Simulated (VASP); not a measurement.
Here is a VASP 6.6.1 calculation.

INCAR

```
PREC     = Accurate       # precision mode
ENCUT    = 520            # plane-wave cutoff, eV
EDIFF    = 1E-6           # SCF threshold, eV
ISMEAR   = 0              # smearing method
SIGMA    = 0.05           # smearing width, eV
LREAL    = F              # projectors in reciprocal space
LASPH    = T              # aspherical terms in the spheres
NELM     = 100            # most SCF steps
ALGO     = Normal         # electronic algorithm
ISIF     = 2              # what is computed and relaxed
LWAVE    = F              # write WAVECAR
LCHARG   = F              # write CHGCAR
GGA      = PE             # functional
NBANDS   = 18             # bands
```

KPOINTS

```
regular mesh
0
Gamma
  8 8 8
```

Contents of POSCAR:

```
HfO2
1.0
    0.0000000000      2.5575000000      2.5575000000
    2.5575000000      0.0000000000      2.5575000000
    2.5575000000      2.5575000000      0.0000000000
Hf O
1 2
Direct
   -0.0015176402     -0.0015176402     -0.0015176402
    0.2584655465      0.2584655465      0.2584655465
    0.7584655465      0.7584655465      0.7584655465
```

Potentials or basis: VASP PAW PBE potentials, release 64 (Hf_pv, O).

Launch:

```sh
$ cat potpaw_PBE.64/Hf_pv/POTCAR potpaw_PBE.64/O/POTCAR > POTCAR
$ mpirun -np 1 vasp_std > vasp.out
```

Task: Estimate the band gap on the k mesh.

Result: 3.75 eV.

Task: What does it give for the largest force?

Result: 0.380 eV/Å.

Stress tensor (GPa, compression positive):
```
-5.20  0.44  0.44
 0.44 -5.20  0.44
 0.44  0.44 -5.20
```

Caveat: the cell differs from its parent crystal (atoms displaced along a vibrational mode); the cell stands under tension; spin-orbit coupling is left out, which moves the levels of the heavy elements. A k mesh can miss the band edges.
